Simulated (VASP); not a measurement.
# SiRu2 (P6/mmm) in VASP: single point with r2SCAN

Aim: the single point of SiRu2 with r2SCAN.

All numbers are computed with VASP 6.6.1; they aren't measurements. Logs are shortened: lines on timing, memory, paths and dates and some standing lists are left out, and cuts for length are marked.

### 1 The cell of the first run

Symmetry: P6/mmm, No. 191, hexagonal system. Conventional cell: a = 4.201 Å, b = 4.201 Å, c = 2.673 Å, α = 90.00°, β = 90.00°, γ = 120.00°. Si (site symmetry 6/mmm) has 2 Si at 2.67 Å and 12 Ru at 2.77 Å within 3.5 Å. Within 3.2 Å of Ru (site symmetry -6m2) lie 5 Ru at 2.43 to 2.67 Å and 6 Si at 2.77 Å.

### 2 Single point, r2SCAN

POSCAR reads:

```
SiRu2
1.0
    4.2007652501      0.0000000000      0.0000000000
   -2.1003826251      3.6379694219      0.0000000000
    0.0000000000      0.0000000000      2.6729245763
Si Ru
1 2
Direct
    0.0000000000      0.0000000000      0.0000000000
    0.3333333333      0.6666666667      0.5000000000
    0.6666666667      0.3333333333      0.5000000000
```

INCAR.step1 reads:

```
PREC = Accurate ; ENCUT = 520
ISMEAR = 0 ; SIGMA = 0.1
LREAL = False ; LASPH = True
NELM = 60 ; NBANDS = 23
GGA = PE ; ALGO = Normal
EDIFF = 1E-4 ; LWAVE = True
LCHARG = False
```

INCAR.step2 reads:

```
PREC = Accurate ; ENCUT = 520
EDIFF = 1E-6 ; ISMEAR = 0
SIGMA = 0.1 ; LREAL = False
LASPH = True ; NELM = 60
ALGO = Normal ; ISIF = 2
LWAVE = False ; LCHARG = True
METAGGA = R2SCAN ; LMIXTAU = True
LELF = True ; LVHAR = True
NBANDS = 23 ; ISTART = 1
```

KPOINTS reads:

```
regular mesh
0
Gamma
  12 12 18
```

Potentials or basis: VASP PAW PBE potentials, release 64 (Si, Ru_pv).

The run is started by

```sh
$ cat potpaw_PBE.64/Si/POTCAR potpaw_PBE.64/Ru_pv/POTCAR > POTCAR
$ cp INCAR.step1 INCAR
$ mpirun -np 1 vasp_std > vasp.out
$ cp INCAR.step2 INCAR
$ mpirun -np 1 vasp_std > vasp.out
```

OUTCAR:

```text
PREC = Accurate
   ENCUT = 520
   EDIFF = 1E-6
   ISMEAR = 0
   LREAL = False
   LASPH = True
   NELM = 60
   ISIF = 2
   METAGGA = R2SCAN
   ISTART = 1

 ion  position               nearest neighbor table
   1  0.000  0.000  0.000-   2 2.77   3 2.77   2 2.77   3 2.77   3 2.77   3 2.77   2 2.77   2 2.77
                             3 2.77   3 2.77   2 2.77   2 2.77
   2  0.333  0.667  0.500-   3 2.43   3 2.43   3 2.43   1 2.77   1 2.77   1 2.77   1 2.77   1 2.77
                             1 2.77
   3  0.667  0.333  0.500-   2 2.43   2 2.43   2 2.43   1 2.77   1 2.77   1 2.77   1 2.77   1 2.77
                             1 2.77

  LATTYP: Found a hexagonal cell.
 ALAT       =     4.2007652501
 C/A-ratio  =     0.6362946790

  Lattice vectors:

 A1 = (   4.2007652501,   0.0000000000,   0.0000000000)
 A2 = (  -2.1003826251,   3.6379694219,   0.0000000000)
 A3 = (   0.0000000000,   0.0000000000,   2.6729245763)

Analysis of symmetry for initial positions (statically):
=====================================================================
 Subroutine PRICEL returns:
 Original cell was already a primitive cell.

 Routine SETGRP: Setting up the symmetry group for a
 hexagonal supercell.

 Subroutine GETGRP returns: Found 24 space group operations
 (whereof 24 operations were pure point group operations)
 out of a pool of 24 trial point group operations.

The static configuration has the point symmetry D_6h.

Analysis of symmetry for dynamics (positions and initial velocities):
=====================================================================
 Subroutine PRICEL returns:
 Original cell was already a primitive cell.

 Routine SETGRP: Setting up the symmetry group for a
 hexagonal supercell.

 Subroutine GETGRP returns: Found 24 space group operations
 (whereof 24 operations were pure point group operations)
 out of a pool of 24 trial point group operations.

The dynamic configuration has the point symmetry D_6h.

 Subroutine INISYM returns: Found 24 space group operations
 (whereof 24 operations are pure point group operations),
 and found     1 'primitive' translations

----------------------------------------------------------------------------------------

                                     Primitive cell

  volume of cell :      40.8483

  direct lattice vectors                    reciprocal lattice vectors
[... 81 lines left out ...]
   ISTART =      1    job   : 0-new  1-cont  2-samecut
   ICHARG =      0    charge: 1-file 2-atom 10-const
   ISPIN  =      1    spin polarized calculation?
   LNONCOLLINEAR =      F non collinear calculations
   LSORBIT =      F    spin-orbit coupling
   LASPH  =      T    aspherical Exc in radial PAW
   ENCUT  =  520.0 eV  38.22 Ry    6.18 a.u.   7.81  7.81  4.97*2*pi/ulx,y,z
   NELM   =     60;   NELMIN=  2; NELMDL=  0     # of ELM steps
   EDIFF  = 0.1E-05   stopping-criterion for ELM
   LREAL  =      F    real-space projection
   EDIFFG = 0.1E-04   stopping-criterion for IOM
   NSW    =      0    number of steps for IOM
   IBRION =     -1    ionic relax: 0-MD 1-quasi-New 2-CG
   NFREE  =      0    steps in history (QN), initial steepest desc. (CG)
   ISIF   =      2    stress and relaxation
   ISYM   =      2    0-nonsym 1-usesym 2-fastsym
   POTIM  = 0.5000    time-step for ionic-motion
   TEBEG  =    0.0;   TEEND  =   0.0 temperature during run
   PSTRESS=    0.0 pullay stress
   NELECT =      32.0000    total number of electrons
   NUPDOWN=      -1.0000    fix difference up-down
   EMIN   =  10.00;   EMAX   =-10.00  energy-range for DOS
   EFERMI =   0.00;   METHOD = LEGACY
   ISMEAR =     0;   SIGMA  =   0.10  broadening in eV -4-tet -1-fermi 0-gaus
   EFERMI_NEDOS =   21; number of points for ismear=-14 and -15
   IALGO  =     38    algorithm
   IMIX   =      4    mixing-type and parameters
     AMIX     =   0.40;   BMIX     =  1.00
     AMIX_MAG =   1.60;   BMIX_MAG =  1.00
  volume/ion in A,a.u.               =      13.62        91.89
  Fermi-wavevector in a.u.,A,eV,Ry     =   1.509154  2.851887 30.987874  2.277545
  Thomas-Fermi vector in A             =   2.619513
   LORBIT       =      0    0 simple, 1 ext, 2 COOP (PROOUT), +10 PAW based schemes
   METAGGA = R2SCAN    functional components
   LHFCALC =     F    Hartree Fock is set to
   AEXX    =    0.0000 exact exchange contribution
   IVDW    =     0    specifies the selected vdW correction
   LEPSILON=     F    determine dielectric tensor
   LRPA    =     F    only Hartree local field effects (RPA)
 non-spin polarized calculation
 Gauss-broadening in eV      SIGMA  =   0.10
  energy-cutoff  :      520.00
  volume of cell :       40.85
 maximum number of plane-waves:      1114
 NGX is ok and might be reduce to    32
   NGX = 15   NGY = 15   NGZ =  9

 number of electron      31.9999997 magnetization

 Free energy of the ion-electron system (eV)
  ---------------------------------------------------
  ext. energy  EPLUGINS =         0.00000000
  ---------------------------------------------------
  free energy    TOTEN  =       -58.76623177 eV

  energy without entropy =      -58.75188062  energy(sigma->0) =      -58.75905620

 E-fermi :  12.3292     XC(G=0): -14.2492

 val. band max:       12.3282724321   @ k =   0.1667   0.0000   0.1111
 cond. band min:      12.3306899362   @ k =   0.2500   0.1667   0.4444
 fundamental gap:      0.0024175041
 Fermi energy:        12.3292387033

 k-point     1 :       0.0000    0.0000    0.0000
  band No.  band energies     occupation
      1     -32.5249      2.00000
      2     -32.5249      2.00000
      3     -31.6148      2.00000
      4     -31.5278      2.00000
      5     -31.5278      2.00000
      6     -31.3840      2.00000
[... 613 lines left out ...]
     22      20.7357      0.00000
     23      21.5510      0.00000

 [... further k-points ...]
[... 5 lines left out ...]
  --------------------------------------------------------------------------------------
  -------------------------------------------------------------------------------------
  Total        0.2893045      0.2893045      0.2057413     -0.0000000      0.0000000     -0.0000000
  in kB       11.3472765     11.3472765      8.0697098     -0.0000000      0.0000000     -0.0000000
  external PRESSURE =      10.2547542 kB  Pullay stress =       0.0000000 kB

 VOLUME and BASIS-vectors are now :
 -----------------------------------------------------------------------------
  energy-cutoff  :      520.00
  volume of cell :       40.85
      direct lattice vectors                 reciprocal lattice vectors
     4.200765250  0.000000000  0.000000000     0.238051864  0.137439308  0.000000000
    -2.100382625  3.637969422  0.000000000     0.000000000  0.274878616  0.000000000
     0.000000000  0.000000000  2.672924576     0.000000000  0.000000000  0.374122042

 POSITION                                       TOTAL-FORCE (eV/Angst)
 -----------------------------------------------------------------------------------
      0.00000      0.00000      0.00000        -0.000000      0.000000      0.000000
     -0.00000      2.42531      1.33646         0.000000     -0.000000     -0.000000
      2.10038      1.21266      1.33646        -0.000000      0.000000      0.000000
 -----------------------------------------------------------------------------------
    total drift:                               -0.000000      0.000000      0.000000

  FREE ENERGIE OF THE ION-ELECTRON SYSTEM (eV)
  ---------------------------------------------------
  free  energy   TOTEN  =       -58.7662317724 eV

  energy  without entropy=      -58.7518806227  energy(sigma->0) =      -58.75905620
```

Wall time 8.1 min (1 thread of AMD EPYC 7R13 (Zen 3), shared host); peak memory 0.24 GiB.

What came out:

```yaml
Free_energy: -58.7662 eV
Pressure: 1.0 GPa
Band_gap_on_the_k_mesh: zero (band 16 reaches 12.95 eV, above the bottom of band 17 at 11.61 eV)
```

Levels at points of the mesh, in eV from the Fermi level:
| k point | band 12 | band 13 | band 14 | band 15 | band 16 | band 17 | band 18 | band 19 | band 20 | band 21 |
| --- | --- | --- | --- | --- | --- | --- | --- | --- | --- | --- |
| (0.00, 0.00, 0.00) | -2.89 | -2.89 | -1.44 | -1.44 | 0.62 | 0.62 | 1.45 | 4.09 | 4.09 | 4.67 |
| (0.50, 0.00, 0.00) | -4.01 | -2.25 | -1.82 | -1.45 | -0.27 | 0.18 | 0.77 | 1.12 | 5.00 | 8.57 |
| (0.00, 0.00, 0.50) | -3.41 | -3.08 | -3.08 | -2.20 | -2.20 | 0.79 | 2.78 | 5.09 | 5.09 | 6.73 |
| (0.50, 0.00, 0.50) | -3.66 | -3.17 | -1.16 | 0.14 | 0.58 | 1.28 | 1.72 | 2.74 | 4.29 | 5.00 |

Caveat: the PAW data sets were made with another functional, which shifts forces and pressure a little.
